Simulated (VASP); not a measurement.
**CaS: single point with PBE**

Crystal: CaS.

```
Ca S
1.0
     0.00000    2.79480    2.79480
     2.79480    0.00000    2.79480
     2.79480    2.79480    0.00000
Ca S
1 1
Direct
  0.00000 0.00000 0.00000
  0.50000 0.50000 0.50000
```

This cell differs from its parent crystal: volume scaled by 0.95.

| Item | Value |
| --- | --- |
| Program | VASP 6.6.1 |
| Task | single point |
| Functional | PBE |
| Potentials or basis | VASP PAW PBE potentials, release 64 (Ca_sv, S) |
| Cutoff | 500 eV |
| k mesh | 7 × 7 × 7 |
| Occupations | fermi-dirac, width 0.01 eV |
| Spin | no spin polarisation |

- Pressure: 4.4 GPa
- Band gap on the k mesh: 2.29 eV, indirect (least direct gap 3.11 eV)

Levels at points of the mesh, in eV from the valence-band top:
```
           k point  band 4  band 5  band 6  band 7  band 8  band 9  band 10  band 11  band 12  band 13
(0.00, 0.00, 0.00)  -19.99  -11.52    0.00    0.00    0.00    4.15     4.15     4.15     4.51     4.79
```

Wall time 12 s on 1 thread of Intel Xeon 6975P-C, with other jobs on the host, peak memory 0.17 GiB.

 A k mesh can miss the band edges.
